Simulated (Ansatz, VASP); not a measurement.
## Two plane-wave programs on Ga3AsP2

```
CELL_PARAMETERS angstrom
-1.91717 1.91717 8.13384
1.91717 -1.91717 8.13384
1.91717 1.91717 -8.13384
ATOMIC_POSITIONS crystal
Ga 0.00000 0.00000 0.00000
Ga 0.66667 0.66667 0.00000
Ga 0.33333 0.33333 0.00000
P 0.58333 0.08333 0.50000
P 0.91667 0.41667 0.50000
As 0.25000 0.75000 0.50000
```

Alike in both runs: task single point; functional PBE; k mesh 6 × 6 × 6; occupations gaussian, width 0.1 eV; no spin polarisation.

```csv
,VASP,Ansatz
version,VASP 6.6.1,Ansatz 0.2.0
potentials or method,"VASP PAW PBE potentials, release 64 (Ga_d, P, As), cutoff 520 eV","scalar-relativistic, plane waves, PAW"
valence electrons in the cell,54,64
```

Ansatz gave:

```
gap on the k mesh at the Fermi level (eV)                     : 1.44
least direct gap on the mesh (eV)                             : 1.59
pressure (GPa)                                                : 7.9
traceless stress, the component that is largest in VASP (GPa) : -0.15
rms of the force components (eV/Å)                            : 0.302
```

Question: Which values does VASP return?

Answer: gap on the k mesh at the Fermi level (eV): 1.44; least direct gap on the mesh (eV): 1.59; pressure (GPa): 7.9; traceless stress, the component that is largest in VASP (GPa): -0.15; rms of the force components (eV/Å): 0.311.

Atom by atom the forces differ by 0.009 eV/Å (rms over components). VASP's potentials hold 54 valence electrons a cell and Ansatz's 64, so a difference there can come from the potentials and not from the codes.
